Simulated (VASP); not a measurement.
# SiC (Moissanite 6O SiC) in VASP: notebook, part 2 of 2

VASP 6.6.1.

**3. Electric field gradients, PBE (atom 6 (Si) moved by 0.05 Å)**

INCAR

```
PREC = Accurate ; ENCUT = 520
EDIFF = 1E-8 ; ISMEAR = -1
SIGMA = 0.02 ; LREAL = F
LASPH = T ; NELM = 60
ALGO = Normal ; ISIF = 2
LWAVE = F ; LCHARG = F
GGA = PE ; LEFG = T
NBANDS = 36
```

KPOINTS

```
Automatic mesh
0
Gamma
  10 10 2
```

POSCAR

```
SiC
1.0
    1.5389000000     -2.6675000000      0.0000000000
    1.5389000000      2.6675000000      0.0000000000
    0.0000000000      0.0000000000     15.1219000000
Si C
6 6
Direct
    0.1666620609      0.8333379391      0.8577214520
    0.8333379391      0.1666620609      0.3577214520
    0.5001149274      0.4998850726      0.5245066742
    0.4998850726      0.5001149274      0.0245066742
    0.8334420063      0.1665579937      0.6912249934
    0.1580440531      0.8164182251      0.1898362790
    0.5001800044      0.4998199956      0.6498136388
    0.4998199956      0.5001800044      0.1498136388
    0.1666200921      0.8333799079      0.9826819951
    0.8333799079      0.1666200921      0.4826819951
    0.8333969726      0.1666030274      0.8161912464
    0.1666030274      0.8333969726      0.3161912464
```

Potentials or basis: VASP PAW PBE potentials, release 64 (Si, C).

Command:

```bash
$ cat potpaw_PBE.64/Si/POTCAR potpaw_PBE.64/C/POTCAR > POTCAR
$ mpirun -np 1 vasp_std > vasp.out
```

OUTCAR:

```text
PREC = Accurate
   ENCUT = 520
   EDIFF = 1E-8
   ISMEAR = -1
   LREAL = F
   LASPH = T
   NELM = 60
   ISIF = 2
   GGA = PE

 ion  position               nearest neighbor table
   1  0.167  0.833  0.858-  11 1.89  11 1.89  11 1.89   9 1.89   5 3.08   5 3.08   5 3.08   4 3.09
                             4 3.09   4 3.09
   2  0.833  0.167  0.358-  12 1.89  12 1.89  12 1.89  10 1.89   6 3.07   3 3.09   3 3.09   3 3.09
                             6 3.11   6 3.11
   3  0.500  0.500  0.525-  10 1.89  10 1.89  10 1.89   7 1.89   5 3.08   5 3.08   5 3.09   2 3.09
                             2 3.09   2 3.09
   4  0.500  0.500  0.025-   9 1.89   9 1.89   9 1.89   8 1.89   6 3.05   6 3.06   1 3.09   1 3.09
                             1 3.09   6 3.09
   5  0.833  0.167  0.691-   7 1.88   7 1.88   7 1.89  11 1.89   1 3.08   1 3.08   1 3.08   3 3.08
                             3 3.08   3 3.09
   6  0.158  0.816  0.190-   8 1.86   8 1.86  12 1.91   8 1.92   4 3.05   4 3.06   2 3.07   4 3.09
                             2 3.11   2 3.11
   7  0.500  0.500  0.650-   5 1.88   5 1.88   5 1.89   3 1.89
   8  0.500  0.500  0.150-   6 1.86   6 1.86   4 1.89   6 1.92
   9  0.167  0.833  0.983-   4 1.89   4 1.89   4 1.89   1 1.89
  10  0.833  0.167  0.483-   3 1.89   3 1.89   3 1.89   2 1.89
  11  0.833  0.167  0.816-   1 1.89   1 1.89   1 1.89   5 1.89
  12  0.167  0.833  0.316-   2 1.89   2 1.89   2 1.89   6 1.91

  LATTYP: Found a base centered orthorhombic cell.
 ALAT       =     3.0778000000
 B/A-ratio  =     1.7333809864
 C/A-ratio  =     4.9132172331

  Lattice vectors:

 A1 = (   1.5389000000,  -2.6675000000,   0.0000000000)
 A2 = (   1.5389000000,   2.6675000000,   0.0000000000)
 A3 = (   0.0000000000,   0.0000000000,  15.1219000000)

Analysis of symmetry for initial positions (statically):
=====================================================================
 Subroutine PRICEL returns:
 Original cell was already a primitive cell.

 Routine SETGRP: Setting up the symmetry group for a
 base centered orthorhombic supercell.

 Subroutine GETGRP returns: Found  1 space group operations
 (whereof  1 operations were pure point group operations)
 out of a pool of  8 trial point group operations.

The static configuration has the point symmetry C_1 .

Analysis of symmetry for dynamics (positions and initial velocities):
=====================================================================
 Subroutine PRICEL returns:
 Original cell was already a primitive cell.

 Routine SETGRP: Setting up the symmetry group for a
 base centered orthorhombic supercell.

 Subroutine GETGRP returns: Found  1 space group operations
 (whereof  1 operations were pure point group operations)
 out of a pool of  8 trial point group operations.

The dynamic configuration has the point symmetry C_1 .

 Subroutine INISYM returns: Found  1 space group operations
 (whereof  1 operations are pure point group operations),
 and found     1 'primitive' translations

----------------------------------------------------------------------------------------

                                     Primitive cell

  volume of cell :     124.1513

  direct lattice vectors                    reciprocal lattice vectors
[... 159 lines left out ...]
 Fermi energy:         8.5843724999

 k-point     1 :       0.0000    0.0000    0.0000
  band No.  band energies     occupation
      1      -7.3115      2.00000
      2      -6.8037      2.00000
      3      -6.7252      2.00000
      4      -5.2563      2.00000
      5      -5.2273      2.00000
      6      -3.7476      2.00000
[... 925 lines left out ...]
     35      15.9631      0.00000
     36      16.0372      0.00000

 [... further k-points ...]
[... 5 lines left out ...]
  --------------------------------------------------------------------------------------
  -------------------------------------------------------------------------------------
  Total        2.6680191      2.7749644      2.0105613     -0.2934604      0.1103492      0.1919041
  in kB       34.4308964     35.8110302     25.9463762     -3.7871189      1.4240613      2.4765308
  external PRESSURE =      32.0627676 kB  Pullay stress =       0.0000000 kB

 VOLUME and BASIS-vectors are now :
 -----------------------------------------------------------------------------
  energy-cutoff  :      520.00
  volume of cell :      124.15
      direct lattice vectors                 reciprocal lattice vectors
     1.538900000 -2.667500000  0.000000000     0.324907401 -0.187441425  0.000000000
     1.538900000  2.667500000  0.000000000     0.324907401  0.187441425  0.000000000
     0.000000000  0.000000000 15.121900000     0.000000000  0.000000000  0.066129256

 POSITION                                       TOTAL-FORCE (eV/Angst)
 -----------------------------------------------------------------------------------
      1.53890      1.77836     12.97038        -0.001281     -0.000764     -0.035726
      1.53890     -1.77836      5.40943        -0.012787     -0.007376     -0.084193
      1.53890     -0.00061      7.93154         0.001493      0.000689     -0.034901
      1.53890      0.00061      0.37059        -0.013219     -0.007430     -0.079532
      1.53890     -1.77891     10.45264        -0.000163     -0.000124     -0.033374
      1.49960      1.75621      2.87069         0.766766      0.442286      0.674361
      1.53890     -0.00096      9.82642        -0.001267     -0.000737      0.033451
      1.53890      0.00096      2.26547        -0.645582     -0.372267     -0.292002
      1.53890      1.77858     14.86002         0.000394      0.000307      0.019350
      1.53890     -1.77858      7.29907        -0.009263     -0.005449      0.035748
      1.53890     -1.77867     12.34236        -0.000049     -0.000042      0.033456
      1.53890      1.77867      4.78141        -0.085041     -0.049092     -0.236638
 -----------------------------------------------------------------------------------
    total drift:                                0.000003      0.000004     -0.000018

  FREE ENERGIE OF THE ION-ELECTRON SYSTEM (eV)
  ---------------------------------------------------
  free  energy   TOTEN  =       -90.3278412319 eV

  energy  without entropy=      -90.3278412319  energy(sigma->0) =      -90.32784123

 Electric field gradients (V/A^2)
---------------------------------------------------------------------
 ion       V_xx      V_yy      V_zz      V_xy      V_xz      V_yz
---------------------------------------------------------------------
   1      -1.381    -1.336     2.717    -0.001     0.006    -0.079
   2      -1.595    -1.196     2.791    -0.306    -0.074     0.040
   3      -0.112    -0.028     0.140    -0.036     0.024     0.097
   4       0.131     0.212    -0.343    -0.033     0.003    -0.082
   5      -1.601    -1.563     3.164     0.002     0.000    -0.079
   6       1.801    -8.712     6.911     9.136    -5.427    -3.058
   7      -1.117    -0.982     2.099    -0.002     0.007     0.002
   8      -0.767    -1.099     1.867     0.403    -0.982    -0.564
   9      -0.337    -0.180     0.517    -0.024    -0.050    -0.035
  10      -0.359    -0.208     0.568    -0.019     0.030     0.023
  11      -0.175    -0.044     0.218    -0.002    -0.003    -0.007
  12      -0.819    -0.834     1.652     0.124     0.512     0.301
---------------------------------------------------------------------

 Electric field gradients after diagonalization (V/A^2)
 (convention: |V_zz| > |V_xx| > |V_yy|)
----------------------------------------------------------------------
 ion       V_xx      V_yy      V_zz     asymmetry (V_yy - V_xx)/ V_zz
----------------------------------------------------------------------
   1      -1.381    -1.338     2.719       0.016
   2      -1.761    -1.031     2.793       0.261
   3      -0.140    -0.045     0.185       0.513
   4       0.235     0.120    -0.355       0.323
   5      -1.601    -1.564     3.165       0.012
   6      13.227     0.769   -13.996       0.890
   7      -1.117    -0.982     2.099       0.065
   8      -1.372    -0.949     2.321       0.182
   9      -0.344    -0.177     0.521       0.319
  10      -0.363    -0.206     0.569       0.276
  11      -0.175    -0.044     0.218       0.600
  12      -0.964    -0.829     1.793       0.075
----------------------------------------------------------------------

           NMR quadrupolar parameters

 Cq : quadrupolar parameter    Cq=e*Q*V_zz/h
 eta: asymmetry parameters     (V_yy - V_xx)/ V_zz
 Q  : nuclear electric quadrupole moment in mb (millibarn)
----------------------------------------------------------------------
 ion       Cq(MHz)       eta       Q (mb)
----------------------------------------------------------------------
   1       0.007       0.016       1.000
   2       0.007       0.261       1.000
   3       0.000       0.513       1.000
   4      -0.001       0.323       1.000
   5       0.008       0.012       1.000
   6      -0.034       0.890       1.000
   7       0.005       0.065       1.000
   8       0.006       0.182       1.000
   9       0.001       0.319       1.000
  10       0.001       0.276       1.000
  11       0.001       0.600       1.000
  12       0.004       0.075       1.000
----------------------------------------------------------------------
```

Wall time 7.1 min (1 thread of Intel Xeon Platinum 8488C (Sapphire Rapids), shared host); peak memory 0.45 GiB.

What came out:

| Quantity | Value |
| --- | --- |
| Free energy | -90.3278 eV |
| Pressure | 3.2 GPa |
| Largest force | 1.113 eV/Å |
| Band gap on the k mesh | 1.99 eV, indirect (least direct gap 3.13 eV) |

Forces on the atoms (eV/Å):
```
Si  -0.001 -0.001 -0.036
Si  -0.013 -0.007 -0.084
Si   0.001  0.001 -0.035
Si  -0.013 -0.007 -0.080
Si   0.000  0.000 -0.033
Si   0.767  0.442  0.674
C   -0.001 -0.001  0.033
C   -0.646 -0.372 -0.292
C    0.000  0.000  0.019
C   -0.009 -0.005  0.036
C    0.000  0.000  0.033
C   -0.085 -0.049 -0.237
```

Electric field gradients, principal values (V/Å²):
| atom | least | middle | greatest (by size) |
| --- | --- | --- | --- |
| 1 Si | -1.338 | -1.381 | 2.719 |
| 2 Si | -1.031 | -1.761 | 2.793 |
| 3 Si | -0.045 | -0.140 | 0.185 |
| 4 Si | 0.120 | 0.235 | -0.355 |
| 5 Si | -1.564 | -1.601 | 3.165 |
| 6 Si | 0.769 | 13.227 | -13.996 |
| 7 C | -0.982 | -1.117 | 2.099 |
| 8 C | -0.949 | -1.372 | 2.321 |
| 9 C | -0.177 | -0.344 | 0.521 |
| 10 C | -0.206 | -0.363 | 0.569 |
| 11 C | -0.044 | -0.175 | 0.218 |
| 12 C | -0.829 | -0.964 | 1.793 |

Caveat: the cell differs from its parent crystal (atom 6 (Si) moved by 0.05 Å); without QUAD_EFG the Cq values of the log hold for a quadrupole moment of 1 mb, not for the nuclei; forces of over 1 eV/Å act on the atoms, so gaps and moduli don't describe the material at rest.
